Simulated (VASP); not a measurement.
# BeS (F-43m) in VASP: further runs

Aim: see how the results for BeS move with the level of theory and the settings. Levels: BLYP, PBE, LDA. Tasks: relaxation of cell and atoms, single point.

Program: VASP 6.6.1. These are calculated values, not measurements. Logs are shortened: lines on timing, memory, paths and dates and some standing lists are left out, and cuts for length are marked.

### Step 1. The cell of the first run

The structure is cubic, space group F-43m (No. 216). The conventional cell has a = 4.850 Å, b = 4.850 Å, c = 4.850 Å, α = 90.00°, β = 90.00°, γ = 90.00°. Within 2.8 Å of S (site symmetry -43m) lie 4 Be at 2.10 Å. Within 2.8 Å of Be (site symmetry -43m) lie 4 S at 2.10 Å.

### Step 2. Relaxation of cell and atoms, BLYP

File INCAR:

```
AGGAC = 1.0
AGGAX = 1.0
ALDAC = 0.0
ALDAX = 1.0
ALGO = Normal
EDIFF = 1E-6
EDIFFG = -0.01
ENCUT = 600
GGA = B5
IBRION = 2
ISIF = 3
ISMEAR = -1
LASPH = True
LCHARG = False
LREAL = False
LWAVE = False
NELM = 80
NSW = 60
PREC = Accurate
SIGMA = 0.05
```

File KPOINTS:

```
k-points
0
Gamma
  9 9 9
```

File POSCAR:

```
BeS
1.0
    0.0000000000      2.4250000000      2.4250000000
    2.4250000000      0.0000000000      2.4250000000
    2.4250000000      2.4250000000      0.0000000000
S Be
1 1
Direct
    0.7500000000      0.7500000000      0.7500000000
    0.0000000000      0.0000000000      0.0000000000
```

Potentials or basis: VASP PAW PBE potentials, release 64 (S, Be).

Launch:

```console
$ cat potpaw_PBE.64/S/POTCAR potpaw_PBE.64/Be/POTCAR > POTCAR
$ mpirun -np 1 vasp_std > vasp.out
```

OUTCAR:

```text
EDIFF = 1E-6
   EDIFFG = -0.01
   ENCUT = 600
   GGA = B5
   IBRION = 2
   ISIF = 3
   ISMEAR = -1
   LASPH = True
   LREAL = False
   NELM = 80
   NSW = 60
   PREC = Accurate

 ion  position               nearest neighbor table
   1  0.750  0.750  0.750-   2 2.10   2 2.10   2 2.10   2 2.10
   2  0.000  0.000  0.000-   1 2.10   1 2.10   1 2.10   1 2.10

  LATTYP: Found a face centered cubic cell.
 ALAT       =     4.8500000000

  Lattice vectors:

 A1 = (   0.0000000000,   2.4250000000,   2.4250000000)
 A2 = (   2.4250000000,   0.0000000000,   2.4250000000)
 A3 = (   2.4250000000,   2.4250000000,   0.0000000000)

Analysis of symmetry for initial positions (statically):
=====================================================================
 Subroutine PRICEL returns:
 Original cell was already a primitive cell.

 Routine SETGRP: Setting up the symmetry group for a
 face centered cubic supercell.

 Subroutine GETGRP returns: Found 24 space group operations
 (whereof 24 operations were pure point group operations)
 out of a pool of 48 trial point group operations.

The static configuration has the point symmetry T_d .

Analysis of symmetry for dynamics (positions and initial velocities):
=====================================================================
 Subroutine PRICEL returns:
 Original cell was already a primitive cell.

 Routine SETGRP: Setting up the symmetry group for a
 face centered cubic supercell.

 Subroutine GETGRP returns: Found 24 space group operations
 (whereof 24 operations were pure point group operations)
 out of a pool of 48 trial point group operations.

The dynamic configuration has the point symmetry T_d .

 Subroutine INISYM returns: Found 24 space group operations
 (whereof 24 operations are pure point group operations),
 and found     1 'primitive' translations

----------------------------------------------------------------------------------------

                                     Primitive cell

  volume of cell :      28.5210

  direct lattice vectors                    reciprocal lattice vectors
     0.000000000  2.425000000  2.425000000    -0.206185567  0.206185567  0.206185567
     2.425000000  0.000000000  2.425000000     0.206185567 -0.206185567  0.206185567
     2.425000000  2.425000000  0.000000000     0.206185567  0.206185567 -0.206185567

  length of vectors
     3.429467889  3.429467889  3.429467889     0.357123878  0.357123878  0.357123878

[... 88 lines left out ...]
   POTIM  = 0.5000    time-step for ionic-motion
   TEBEG  =    0.0;   TEEND  =   0.0 temperature during run
   PSTRESS=    0.0 pullay stress
   NELECT =       8.0000    total number of electrons
   NUPDOWN=      -1.0000    fix difference up-down
   EMIN   =  10.00;   EMAX   =-10.00  energy-range for DOS
   EFERMI =   0.00;   METHOD = LEGACY
   ISMEAR =    -1;   SIGMA  =   0.05  broadening in eV -4-tet -1-fermi 0-gaus
   EFERMI_NEDOS =   21; number of points for ismear=-14 and -15
   IALGO  =     38    algorithm
   IMIX   =      4    mixing-type and parameters
     AMIX     =   0.40;   BMIX     =  1.00
     AMIX_MAG =   1.60;   BMIX_MAG =  1.00
  volume/ion in A,a.u.               =      14.26        96.23
  Fermi-wavevector in a.u.,A,eV,Ry     =   1.071642  2.025110 15.625158  1.148417
  Thomas-Fermi vector in A             =   2.207388
   LORBIT       =      0    0 simple, 1 ext, 2 COOP (PROOUT), +10 PAW based schemes
   GGA     = B5    functional components
   LHFCALC =     F    Hartree Fock is set to
   AEXX    =    0.0000 exact exchange contribution
   IVDW    =     0    specifies the selected vdW correction
   LEPSILON=     F    determine dielectric tensor
   LRPA    =     F    only Hartree local field effects (RPA)
 conjugate gradient relaxation of ions
 non-spin polarized calculation
  energy-cutoff  :      600.00
  volume of cell :       28.52
 maximum number of plane-waves:       963
   NGX = 13   NGY = 13   NGZ = 13

--------------------------------------- Ionic step        1  -------------------------------------------

 number of electron       7.9999999 magnetization

 Free energy of the ion-electron system (eV)
  ---------------------------------------------------
  ext. energy  EPLUGINS =         0.00000000
  ---------------------------------------------------
  free energy    TOTEN  =        -9.18121741 eV

  energy without entropy =       -9.18121741  energy(sigma->0) =       -9.18121741

------------------------ aborting loop because EDIFF is reached ----------------------------------------

  FORCE on cell =-STRESS in cart. coord.  units (eV):
  Direction    XX          YY          ZZ          XY          YZ          ZX
  --------------------------------------------------------------------------------------
  -------------------------------------------------------------------------------------
  Total        0.7838124      0.7838124      0.7838124      0.0000000      0.0000000      0.0000000
  in kB       44.0308928     44.0308928     44.0308928      0.0000000      0.0000000      0.0000000
  external PRESSURE =      44.0308928 kB  Pullay stress =       0.0000000 kB
[... 59 lines left out ...]
--------------------------------------- Ionic step        3  -------------------------------------------

 number of electron       7.9999999 magnetization

 Free energy of the ion-electron system (eV)
  ---------------------------------------------------
  ext. energy  EPLUGINS =         0.00000000
  ---------------------------------------------------
  free energy    TOTEN  =        -9.19901852 eV

  energy without entropy =       -9.19901852  energy(sigma->0) =       -9.19901852

 E-fermi :   5.0484     XC(G=0):  -8.9331

 val. band max:        4.0687886654   @ k =   0.0000   0.0000   0.0000
 cond. band min:       7.6427603555   @ k =   0.4444   0.4444   0.0000
 fundamental gap:      3.5739716901
 Fermi energy:         5.0483949252

 k-point     1 :       0.0000    0.0000    0.0000
  band No.  band energies     occupation
      1      -9.2406      2.00000
      2       4.0688      2.00000
      3       4.0688      2.00000
      4       4.0688      2.00000
      5       9.8139      0.00000
      6       9.8674      0.00000
      7       9.8674      0.00000
      8       9.8674      0.00000
[... 243 lines left out ...]
 k-point    24 :       0.4444    0.4444    0.0000
  band No.  band energies     occupation
      1      -7.3832      2.00000
      2      -0.4853      2.00000
      3       1.6859      2.00000
      4       1.6859      2.00000
      5       7.6428      0.00000
      6       9.2779      0.00000
      7      16.1417      0.00000
      8      16.1417      0.00000

 [... further k-points ...]
[... 5 lines left out ...]
  --------------------------------------------------------------------------------------
  -------------------------------------------------------------------------------------
  Total        0.0029370      0.0029370      0.0029370      0.0000000      0.0000000     -0.0000000
  in kB        0.1575760      0.1575760      0.1575760      0.0000000      0.0000000     -0.0000000
  external PRESSURE =       0.1575760 kB  Pullay stress =       0.0000000 kB
[... 17 lines left out ...]
  FREE ENERGIE OF THE ION-ELECTRON SYSTEM (eV)
  ---------------------------------------------------
  free  energy   TOTEN  =        -9.1990185235 eV

  energy  without entropy=       -9.1990185235  energy(sigma->0) =       -9.19901852

 reached required accuracy - stopping structural energy minimisation
```

OSZICAR:

```text
N       E                     dE             d eps       ncg     rms          rms(c)
DAV:   1     0.255765267387E+02    0.25577E+02   -0.43945E+03   568   0.972E+02
DAV:   2    -0.853749657307E+01   -0.34114E+02   -0.32682E+02   856   0.134E+02
DAV:   3    -0.939985278326E+01   -0.86236E+00   -0.86236E+00   672   0.276E+01
[... 21 lines left out ...]
DAV:   2    -0.919929872623E+01    0.26175E-02   -0.78823E-03   688   0.498E-01    0.153E-01
DAV:   3    -0.919903387740E+01    0.26485E-03   -0.14214E-03   712   0.218E-01    0.976E-02
DAV:   4    -0.919902613929E+01    0.77381E-05   -0.14913E-05   616   0.339E-02    0.782E-02
DAV:   5    -0.919901903370E+01    0.71056E-05   -0.21437E-05   640   0.369E-02    0.133E-02
DAV:   6    -0.919901852354E+01    0.51016E-06   -0.49397E-07   320   0.682E-03
   3 F= -.91990185E+01 E0= -.91990185E+01  d E =-.178011E-01
```

CONTCAR:

```text
BeS
   1.00000000000000
     0.0000000000000000    2.4624385807450970    2.4624385807450970
     2.4624385807450970   -0.0000000000000000    2.4624385807450970
     2.4624385807450970    2.4624385807450970   -0.0000000000000000
  S               Be
     1     1
Direct
     0.7500000000000000    0.7500000000000000    0.7500000000000000
     0.0000000000000000    0.0000000000000000    0.0000000000000000

  0.00000000E+00  0.00000000E+00  0.00000000E+00
  0.00000000E+00  0.00000000E+00  0.00000000E+00
```

Wall time 65 s (1 thread of Intel Xeon 6975P-C, shared host); peak memory 0.15 GiB.

What came out:

- Free energy: -9.1990 eV
- Relaxed volume: 14.93 Å³/atom
- Relaxed cell: a = 3.482 Å, b = 3.482 Å, c = 3.482 Å, α = 60.00°, β = 60.00°, γ = 60.00°
- Space group after relaxing (to 0.05 Å): F-43m (No. 216)
- Energy gained by relaxing: 8.9 meV/atom
- Ionic steps: 3
- Pressure after relaxing: 0.0 GPa
- Band gap on the k mesh: 3.57 eV, indirect (least direct gap 5.75 eV)

The path:
| step | energy change (eV) | largest force (eV/Å) | pressure (GPa) | volume (Å³) |
| --- | --- | --- | --- | --- |
| 1 | 0.0000 | 0.0000 | 4.40 | 28.52 |
| 2 | -0.0170 | 0.0000 | -0.87 | 30.17 |
| 3 | -0.0178 | 0.0000 | 0.02 | 29.86 |

Final structure:
```
S Be
1.0
     0.00000    2.46244    2.46244
     2.46244    0.00000    2.46244
     2.46244    2.46244    0.00000
S Be
1 1
Direct
  0.75000 0.75000 0.75000
  0.00000 0.00000 0.00000
```

Levels at points of the mesh, in eV from the valence-band top:
```
           k point  band 1  band 2  band 3  band 4  band 5  band 6  band 7  band 8
(0.00, 0.00, 0.00)  -13.31    0.00    0.00    0.00    5.75    5.80    5.80    5.80
```

Caveat: the PAW data sets were made with another functional, which shifts forces and pressure a little. BLYP gives volumes clearly too large for solids.

### Step 3. Single point, PBE

File INCAR:

```
  ALGO = Normal
  EDIFF = 1E-6
  ENCUT = 520
  GGA = PE
  ISIF = 2
  ISMEAR = -1
  LASPH = True
  LCHARG = True
  LELF = True
  LREAL = False
  LVHAR = True
  LWAVE = False
  NBANDS = 11
  NELM = 60
  PREC = Accurate
  SIGMA = 0.03
```

File KPOINTS:

```
k-points
0
Gamma
  6 6 6
```

POSCAR is that of step 2.

Potentials or basis: VASP PAW PBE potentials, release 64 (S, Be).

Launch:

```console
$ cat potpaw_PBE.64/S/POTCAR potpaw_PBE.64/Be/POTCAR > POTCAR
$ mpirun -np 1 vasp_std > vasp.out
```

Wall time 4.5 s (1 thread of Intel Xeon 6975P-C, shared host); peak memory 0.14 GiB.

Results (log left out):

```
Free energy            : -10.0083 eV
Pressure               : 1.6 GPa
Band gap on the k mesh : 3.11 eV, indirect (least direct gap 5.67 eV)
```

Levels at points of the mesh, in eV from the valence-band top:
```
           k point  band 2  band 3  band 4  band 5  band 6  band 7
(0.00, 0.00, 0.00)    0.00    0.00    0.00    5.67    5.67    5.67
(0.50, 0.00, 0.00)   -5.79   -1.03   -1.03    5.48    6.56    6.56
(0.50, 0.50, 0.00)   -5.02   -2.64   -2.64    3.11    4.92   12.78
```

A k mesh can miss the band edges.

[end of part 1 of 2]
